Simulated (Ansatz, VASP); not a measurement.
**One calculation of SnO, two programs**

```xyz
4
Lattice="3.8087 0.0000 0.0000 0.0000 3.8087 0.0000 0.0000 0.0000 4.9309" Properties=species:S:1:pos:R:3 pbc="T T T"
Sn    1.9044    0.0000    1.1468
Sn    0.0000    1.9044    3.7841
O     0.0000    0.0000    0.0000
O     1.9044    1.9044    0.0000
```

Alike in both runs: functional r2SCAN; k mesh 10 × 10 × 8; occupations gaussian, width 0.01 eV; no spin polarisation.

Ansatz relaxed the structure, and its values are those at the end. VASP's run is a single point on that final structure, the one shown.

|  | VASP | Ansatz |
| --- | --- | --- |
| version | VASP 6.6.1 | Ansatz 0.2.0 |
| potentials or method | VASP PAW PBE potentials, release 64 (Sn_d, O), cutoff 520 eV | scalar-relativistic, plane waves, PAW |
| valence electrons in the cell | 40 | 40 |

|  | VASP | Ansatz | Ansatz less VASP |
| --- | --- | --- | --- |
| gap on the k mesh at the Fermi level (eV) | 0.37 | 0.36 | -0.007 |
| least direct gap on the mesh (eV) | 2.32 | 2.36 | +0.041 |
| pressure (GPa) | 0.6 | 0.0 | -0.57 |
| rms of the force components (eV/Å) | 0.057 | 0.001 | -0.0563 |

VASP's potentials were made for PBE, not for r2SCAN.
